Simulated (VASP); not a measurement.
# Co (Pm-3m) in VASP: further runs

The runs below take Co through single point, with r2SCAN.

Everything below comes from runs of VASP 6.6.1. Logs are shortened: lines on timing, memory, paths and dates and some standing lists are left out, and cuts for length are marked.

## (1) The cell of the first run

Symmetry: Pm-3m, No. 221, cubic system. Conventional cell: a = 2.252 Å, b = 2.252 Å, c = 2.252 Å, α = 90.00°, β = 90.00°, γ = 90.00°. Within 3.0 Å of Co (site symmetry m-3m) lie 6 Co at 2.25 Å.

## (2) Single point, r2SCAN

File POSCAR:

```
Co
1.0
    2.2521736835      0.0000000000      0.0000000000
    0.0000000000      2.2521736835      0.0000000000
    0.0000000000      0.0000000000      2.2521736835
Co
1
Direct
    0.0000000000      0.0000000000      0.0000000000
```

File INCAR.step1:

```
SYSTEM = Co
PREC     = Accurate       ! precision mode
ENCUT    = 520            ! plane-wave cutoff, eV
ISMEAR   = -1             ! smearing method
SIGMA    = 0.1            ! smearing width, eV
LREAL    = .FALSE.        ! projectors in reciprocal space
LASPH    = .TRUE.         ! aspherical terms in the spheres
NELM     = 100            ! most SCF steps
NBANDS   = 10             ! bands
GGA      = PE             ! functional
ALGO     = Normal         ! electronic algorithm
EDIFF    = 1E-4           ! SCF threshold, eV
LWAVE    = .TRUE.         ! write WAVECAR
LCHARG   = .FALSE.        ! write CHGCAR
```

File INCAR.step2:

```
SYSTEM = Co
PREC     = Accurate       ! precision mode
ENCUT    = 520            ! plane-wave cutoff, eV
EDIFF    = 1E-7           ! SCF threshold, eV
ISMEAR   = -1             ! smearing method
SIGMA    = 0.1            ! smearing width, eV
LREAL    = .FALSE.        ! projectors in reciprocal space
LASPH    = .TRUE.         ! aspherical terms in the spheres
NELM     = 100            ! most SCF steps
ALGO     = Normal         ! electronic algorithm
ISIF     = 2              ! what is computed and relaxed
LWAVE    = .FALSE.        ! write WAVECAR
LCHARG   = .FALSE.        ! write CHGCAR
METAGGA  = R2SCAN         ! meta-GGA
LMIXTAU  = .TRUE.       
NBANDS   = 10             ! bands
ISTART   = 1
```

File KPOINTS:

```
Automatic mesh
0
G
  16 16 16
  0 0 0
```

Potentials or basis: VASP PAW PBE potentials, release 64 (Co).

Started as:

```
cat potpaw_PBE.64/Co/POTCAR > POTCAR
cp INCAR.step1 INCAR
mpirun -np 1 vasp_std > vasp.out
cp INCAR.step2 INCAR
mpirun -np 1 vasp_std > vasp.out
```

OUTCAR:

```text
SYSTEM = Co
   PREC = Accurate
   ENCUT = 520
   EDIFF = 1E-7
   ISMEAR = -1
   LREAL = .FALSE.
   LASPH = .TRUE.
   NELM = 100
   ISIF = 2
   METAGGA = R2SCAN
   ISTART = 1

 ion  position               nearest neighbor table
   1  0.000  0.000  0.000-

  LATTYP: Found a simple cubic cell.
 ALAT       =     2.2521736835

  Lattice vectors:

 A1 = (   2.2521736835,   0.0000000000,   0.0000000000)
 A2 = (   0.0000000000,   2.2521736835,   0.0000000000)
 A3 = (   0.0000000000,   0.0000000000,   2.2521736835)

Analysis of symmetry for initial positions (statically):
=====================================================================
 Subroutine PRICEL returns:
 Original cell was already a primitive cell.

 Routine SETGRP: Setting up the symmetry group for a
 simple cubic supercell.

 Subroutine GETGRP returns: Found 48 space group operations
 (whereof 48 operations were pure point group operations)
 out of a pool of 48 trial point group operations.

The static configuration has the point symmetry O_h .

Analysis of symmetry for dynamics (positions and initial velocities):
=====================================================================
 Subroutine PRICEL returns:
 Original cell was already a primitive cell.

 Routine SETGRP: Setting up the symmetry group for a
 simple cubic supercell.

 Subroutine GETGRP returns: Found 48 space group operations
 (whereof 48 operations were pure point group operations)
 out of a pool of 48 trial point group operations.

The dynamic configuration has the point symmetry O_h .

 Subroutine INISYM returns: Found 48 space group operations
 (whereof 48 operations are pure point group operations),
 and found     1 'primitive' translations

----------------------------------------------------------------------------------------

                                     Primitive cell

  volume of cell :      11.4237

  direct lattice vectors                    reciprocal lattice vectors
     2.252173684  0.000000000  0.000000000     0.444015489  0.000000000  0.000000000
     0.000000000  2.252173684  0.000000000     0.000000000  0.444015489  0.000000000
     0.000000000  0.000000000  2.252173684     0.000000000  0.000000000  0.444015489

  length of vectors
     2.252173684  2.252173684  2.252173684     0.444015489  0.444015489  0.444015489

[... 75 lines left out ...]
   LASPH  =      T    aspherical Exc in radial PAW
   ENCUT  =  520.0 eV  38.22 Ry    6.18 a.u.   4.19  4.19  4.19*2*pi/ulx,y,z
   NELM   =    100;   NELMIN=  2; NELMDL=  0     # of ELM steps
   EDIFF  = 0.1E-06   stopping-criterion for ELM
   LREAL  =      F    real-space projection
   EDIFFG = 0.1E-05   stopping-criterion for IOM
   NSW    =      0    number of steps for IOM
   IBRION =     -1    ionic relax: 0-MD 1-quasi-New 2-CG
   NFREE  =      0    steps in history (QN), initial steepest desc. (CG)
   ISIF   =      2    stress and relaxation
   ISYM   =      2    0-nonsym 1-usesym 2-fastsym
   POTIM  = 0.5000    time-step for ionic-motion
   TEBEG  =    0.0;   TEEND  =   0.0 temperature during run
   PSTRESS=    0.0 pullay stress
   NELECT =       9.0000    total number of electrons
   NUPDOWN=      -1.0000    fix difference up-down
   EMIN   =  10.00;   EMAX   =-10.00  energy-range for DOS
   EFERMI =   0.00;   METHOD = LEGACY
   ISMEAR =    -1;   SIGMA  =   0.10  broadening in eV -4-tet -1-fermi 0-gaus
   EFERMI_NEDOS =   21; number of points for ismear=-14 and -15
   IALGO  =     38    algorithm
   IMIX   =      4    mixing-type and parameters
     AMIX     =   0.40;   BMIX     =  1.00
     AMIX_MAG =   1.60;   BMIX_MAG =  1.00
  volume/ion in A,a.u.               =      11.42        77.09
  Fermi-wavevector in a.u.,A,eV,Ry     =   1.512007  2.857279 31.105164  2.286165
  Thomas-Fermi vector in A             =   2.621989
   LORBIT       =      0    0 simple, 1 ext, 2 COOP (PROOUT), +10 PAW based schemes
   METAGGA = R2SCAN    functional components
   LHFCALC =     F    Hartree Fock is set to
   AEXX    =    0.0000 exact exchange contribution
   IVDW    =     0    specifies the selected vdW correction
   LEPSILON=     F    determine dielectric tensor
   LRPA    =     F    only Hartree local field effects (RPA)
 non-spin polarized calculation
  energy-cutoff  :      520.00
  volume of cell :       11.42
 maximum number of plane-waves:       320
 NGX is ok and might be reduce to    18
   NGX =  9   NGY =  9   NGZ =  9

 number of electron       8.9999989 magnetization

 Free energy of the ion-electron system (eV)
  ---------------------------------------------------
  ext. energy  EPLUGINS =         0.00000000
  ---------------------------------------------------
  free energy    TOTEN  =       -11.87353406 eV

  energy without entropy =      -11.78542664  energy(sigma->0) =      -11.82948035

 E-fermi :   9.4062     XC(G=0): -14.0374

 val. band max:        9.4041379125   @ k =   0.4375   0.3125   0.1875
 cond. band min:       9.4073157516   @ k =   0.3750   0.1250   0.0625
 fundamental gap:      0.0031778392
 Fermi energy:         9.4061552423

 k-point     1 :       0.0000    0.0000    0.0000
  band No.  band energies     occupation
      1       0.6129      2.00000
      2       5.4627      2.00000
      3       5.4627      2.00000
      4       9.9312      0.01043
      5       9.9312      0.01043
      6       9.9312      0.01043
      7      31.3146      0.00000
      8      31.3146      0.00000
      9      31.3146      0.00000
     10      35.1678      0.00000
[... 287 lines left out ...]
 k-point    24 :       0.5000    0.1250    0.0000
  band No.  band energies     occupation
      1       5.6573      2.00000
      2       6.3907      2.00000
      3       6.7934      2.00000
      4       8.5415      1.99965
      5       9.8596      0.02124
      6      10.0545      0.00305
      7      14.7746      0.00000
      8      32.6218      0.00000
      9      35.6268      0.00000
     10      37.6292      0.00000

 [... further k-points ...]
[... 5 lines left out ...]
  --------------------------------------------------------------------------------------
  -------------------------------------------------------------------------------------
  Total        0.0248765      0.0248765      0.0248765     -0.0000000      0.0000000     -0.0000000
  in kB        3.4889448      3.4889448      3.4889448     -0.0000000      0.0000000     -0.0000000
  external PRESSURE =       3.4889448 kB  Pullay stress =       0.0000000 kB

 VOLUME and BASIS-vectors are now :
 -----------------------------------------------------------------------------
  energy-cutoff  :      520.00
  volume of cell :       11.42
      direct lattice vectors                 reciprocal lattice vectors
     2.252173684  0.000000000  0.000000000     0.444015489  0.000000000  0.000000000
     0.000000000  2.252173684  0.000000000     0.000000000  0.444015489  0.000000000
     0.000000000  0.000000000  2.252173684     0.000000000  0.000000000  0.444015489

 POSITION                                       TOTAL-FORCE (eV/Angst)
 -----------------------------------------------------------------------------------
      0.00000      0.00000      0.00000         0.000000      0.000000      0.000000
 -----------------------------------------------------------------------------------
    total drift:                                0.000000      0.000000     -0.000000

  FREE ENERGIE OF THE ION-ELECTRON SYSTEM (eV)
  ---------------------------------------------------
  free  energy   TOTEN  =       -11.8735340588 eV

  energy  without entropy=      -11.7854266380  energy(sigma->0) =      -11.82948035
```

OUTCAR.step1:

```text
SYSTEM = Co
   PREC = Accurate
   ENCUT = 520
   ISMEAR = -1
   LREAL = .FALSE.
   LASPH = .TRUE.
[... 529 lines left out ...]
 -----------------------------------------------------------------------------------
      0.00000      0.00000      0.00000         0.000000      0.000000      0.000000
 -----------------------------------------------------------------------------------
    total drift:                                0.000000      0.000000     -0.000000

  FREE ENERGIE OF THE ION-ELECTRON SYSTEM (eV)
  ---------------------------------------------------
  free  energy   TOTEN  =        -6.0434034397 eV

  energy  without entropy=       -5.9533230315  energy(sigma->0) =       -5.99836324
```

Wall time 72 s (1 thread of AMD EPYC 7R13 (Zen 3), shared host); peak memory 0.1 GiB.

Results:

- Free energy: -11.8735 eV
- Pressure: 0.3 GPa

Caveat: the PAW data sets were made with another functional, which shifts forces and pressure a little; the run has no spin polarisation, though such a crystal can be magnetic. Spin polarisation is off, so any magnetic state and its effect on volume and gap are missing.

## (3) Single point, r2SCAN (volume scaled by 1.04)

File POSCAR:

```
Co
1.0
    2.2818109465      0.0000000000      0.0000000000
    0.0000000000      2.2818109465      0.0000000000
    0.0000000000      0.0000000000      2.2818109465
Co
1
Direct
    0.0000000000      0.0000000000      0.0000000000
```

File INCAR.step1:

```
SYSTEM = Co
  ALGO = Normal
  EDIFF = 1E-4
  ENCUT = 520
  GGA = PE
  ISMEAR = -1
  LASPH = .TRUE.
  LCHARG = .FALSE.
  LREAL = .FALSE.
  LWAVE = .TRUE.
  NBANDS = 10
  NELM = 100
  PREC = Accurate
  SIGMA = 0.1
```

File INCAR.step2:

```
SYSTEM = Co
  ALGO = Normal
  EDIFF = 1E-6
  ENCUT = 520
  ISIF = 2
  ISMEAR = -1
  ISTART = 1
  LASPH = .TRUE.
  LCHARG = .FALSE.
  LMIXTAU = .TRUE.
  LREAL = .FALSE.
  LWAVE = .FALSE.
  METAGGA = R2SCAN
  NBANDS = 10
  NELM = 100
  PREC = Accurate
  SIGMA = 0.1
```

File KPOINTS:

```
k-points
0
G
  16 16 16
  0 0 0
```

Potentials or basis: VASP PAW PBE potentials, release 64 (Co).

Started as:

```
cat potpaw_PBE.64/Co/POTCAR > POTCAR
cp INCAR.step1 INCAR
mpirun -np 1 vasp_std > vasp.out
cp INCAR.step2 INCAR
mpirun -np 1 vasp_std > vasp.out
```

Run time: 72 s. Hardware: 1 thread of AMD EPYC 7R13 (Zen 3), shared host; peak memory 0.1 GiB.

Results (log left out):

```
Free energy : -11.8637 eV
Pressure    : -7.1 GPa
```

Levels at points of the mesh, in eV from the Fermi level:
```tsv
k point	band 1	band 2	band 3	band 4	band 5	band 6	band 7	band 8	band 9
(0.00, 0.00, 0.00)	-8.53	-3.73	-3.73	0.49	0.49	0.49	21.40	21.40	21.40
(0.50, 0.00, 0.00)	-3.99	-3.16	-1.20	-0.85	-0.85	0.61	5.07	25.51	28.74
(0.50, 0.50, 0.00)	-4.56	-2.68	-0.58	-0.58	1.42	5.84	5.84	12.43	13.76
(0.50, 0.50, 0.50)	-3.34	-3.34	-3.34	1.49	1.49	13.46	13.46	13.46	14.30
```

Caveat: the PAW data sets were made with another functional, which shifts forces and pressure a little; the run has no spin polarisation, though such a crystal can be magnetic. Spin polarisation is off, so any magnetic state and its effect on volume and gap are missing.
